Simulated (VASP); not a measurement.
A run of VASP 6.6.1:

The input POSCAR:

```
SiO2
1.0
   -2.3740500000      2.3740500000      3.7440000000
    2.3740500000     -2.3740500000      3.7440000000
    2.3740500000      2.3740500000     -3.7440000000
Si O
2 4
Direct
    0.0000000000      0.0000000000      0.0000000000
    0.7500000000      0.2500000000      0.5000000000
    0.9983800000      0.6250000000      0.8733800000
    0.3750000000      0.2483800000      0.3733800000
    0.7516200000      0.1250000000      0.1266200000
    0.8750000000      0.0016200000      0.6266200000
```

The input INCAR.step1:

```
  PREC = Accurate
  ENCUT = 520
  ISMEAR = 0
  SIGMA = 0.02
  LREAL = F
  LASPH = T
  NELM = 80
  NBANDS = 25
  GGA = PE
  ALGO = Normal
  EDIFF = 1E-4
  LWAVE = T
  LCHARG = F
```

The input INCAR.step2:

```
  PREC = Accurate
  ENCUT = 520
  EDIFF = 1E-6
  ISMEAR = 0
  SIGMA = 0.02
  LREAL = F
  LASPH = T
  NELM = 80
  ALGO = Normal
  ISIF = 2
  LWAVE = F
  LCHARG = F
  METAGGA = R2SCAN
  LMIXTAU = T
  NBANDS = 25
  ISTART = 1
```

KPOINTS

```
Automatic mesh
0
Gamma
  6 6 6
```

Potentials or basis: VASP PAW PBE potentials, release 64 (Si, O).

Launch:

```sh
$ cat potpaw_PBE.64/Si/POTCAR potpaw_PBE.64/O/POTCAR > POTCAR
$ cp INCAR.step1 INCAR
$ mpirun -np 1 vasp_std > vasp.out
$ cp INCAR.step2 INCAR
$ mpirun -np 1 vasp_std > vasp.out
```

Hardware: 1 thread of Intel(R) Xeon(R) Platinum 8488C (Sapphire Rapids), with other jobs on the host.

Problem. Estimate the wall time of this run.

Solution. Wall time 4.8 min on 1 thread of Intel(R) Xeon(R) Platinum 8488C (Sapphire Rapids) (shared host), peak memory 0.27 GiB. Counts: k points 30.
